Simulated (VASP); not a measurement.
Input of a VASP 6.6.1 run:

The input INCAR:

```
SYSTEM = B17HN18
PREC     = Accurate       ! precision mode
ENCUT    = 520            ! plane-wave cutoff, eV
EDIFF    = 1E-7           ! SCF threshold, eV
ISMEAR   = 0              ! smearing method
SIGMA    = 0.01           ! smearing width, eV
LREAL    = Auto         
LASPH    = .TRUE.         ! aspherical terms in the spheres
NELM     = 150            ! most SCF steps
ALGO     = Normal         ! electronic algorithm
ISIF     = 2              ! what is computed and relaxed
LWAVE    = .FALSE.        ! write WAVECAR
LCHARG   = .FALSE.        ! write CHGCAR
ISPIN    = 2              ! spin polarisation
MAGMOM   = 0 0 0 0.01 0 0 0 0 0 0 0 0 0 0 0.01 0 0 0.01 0 0.04 0 0.01 0 0 0 0.29 0 0.02 0 0 0 0.21 0 0.01 0 0 ! initial moments
LORBIT   = 11             ! projections on sites
NUPDOWN  = 1.0            ! fixed moment
GGA      = PE             ! functional
IBRION   = 2              ! ionic algorithm
NSW      = 100            ! ionic steps
EDIFFG   = -0.03          ! ionic threshold
NELECT   = 143.0
```

KPOINTS

```
Automatic mesh
0
Gamma
  1 1 1
  0.25 0.25 0.25
```

Contents of POSCAR:

```
B17HN18
1.0
    7.4650312800      0.0000000000      0.0000000000
   -3.7325156400      6.4649067300      0.0000000000
    0.0000000000      0.0000000000      6.4954828800
B N H
17 18 1
Direct
    0.1111111100      0.2222222200      0.2500000000
    0.2222222200      0.1111111100      0.7500000000
    0.1111111100      0.5555555600      0.2500000000
    0.2222222200      0.4444444400      0.7500000000
    0.1111111100      0.8888888900      0.2500000000
    0.2222222200      0.7777777800      0.7500000000
    0.4444444400      0.2222222200      0.2500000000
    0.5555555600      0.1111111100      0.7500000000
    0.4444444400      0.5555555600      0.2500000000
    0.4444444400      0.8888888900      0.2500000000
    0.5555555600      0.7777777800      0.7500000000
    0.7777777800      0.2222222200      0.2500000000
    0.8888888900      0.1111111100      0.7500000000
    0.7777777800      0.5555555600      0.2500000000
    0.8888888900      0.4444444400      0.7500000000
    0.7777777800      0.8888888900      0.2500000000
    0.8888888900      0.7777777800      0.7500000000
    0.1111111100      0.2222222200      0.7500000000
    0.2222222200      0.1111111100      0.2500000000
    0.1111111100      0.5555555600      0.7500000000
    0.2222222200      0.4444444400      0.2500000000
    0.1111111100      0.8888888900      0.7500000000
    0.2222222200      0.7777777800      0.2500000000
    0.4444444400      0.2222222200      0.7500000000
    0.5555555600      0.1111111100      0.2500000000
    0.4444444400      0.5555555600      0.7500000000
    0.5555555600      0.4444444400      0.2500000000
    0.4444444400      0.8888888900      0.7500000000
    0.5555555600      0.7777777800      0.2500000000
    0.7777777800      0.2222222200      0.7500000000
    0.8888888900      0.1111111100      0.2500000000
    0.7777777800      0.5555555600      0.7500000000
    0.8888888900      0.4444444400      0.2500000000
    0.7777777800      0.8888888900      0.7500000000
    0.8888888900      0.7777777800      0.2500000000
    0.5233420000      0.3800170000      0.7500000000
```

Potentials or basis: VASP PAW PBE potentials, release 64 (B, N, H).

Command:

```sh
$ cat potpaw_PBE.64/B/POTCAR potpaw_PBE.64/N/POTCAR potpaw_PBE.64/H/POTCAR > POTCAR
$ mpirun -np 1 vasp_std > vasp.out
```

(1) Predict the energy gained by relaxing.

Answers

(1) 10.0 meV/atom.

Caveat: the k points lie up to 0.97 Å⁻¹ apart; the cell carries a net charge on a neutralising background, which shifts energy and pressure; the total moment is fixed, so each spin has its own Fermi level.
